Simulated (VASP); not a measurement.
MgS:

```
Mg S
1.0
     0.00000    2.62805    2.58682
     2.62805    0.00000    2.58682
     2.62805    2.62805    0.00000
Mg S
1 1
Direct
  0.00000 0.00000 0.00000
  0.50000 0.50000 0.50000
```

This cell differs from its parent crystal: epitaxial xy strain +1.0%.

Program: VASP 6.6.1. Alike in all runs: task single point; potentials or basis VASP PAW PBE potentials, release 64 (Mg, S); no spin polarisation; cell as given; cutoff (eV) 520.

Q: Order these runs on this cell by their band gap on the k mesh, lowest first.
A. level r2SCAN; k mesh 8 × 8 × 8; smearing gaussian 0.01 eV
B. level HSE06; k mesh 6 × 6 × 6; smearing gaussian 0.01 eV; grid for exact exchange (PRECFOCK) Normal; share of exact exchange 0.25; screening parameter 0.2079 1/Å
C. level PBE; k mesh 8 × 8 × 8; smearing fermi-dirac 0.02 eV

A: C (2.67 eV), A (3.33 eV), B (3.64 eV).

A k mesh can miss the band edges.
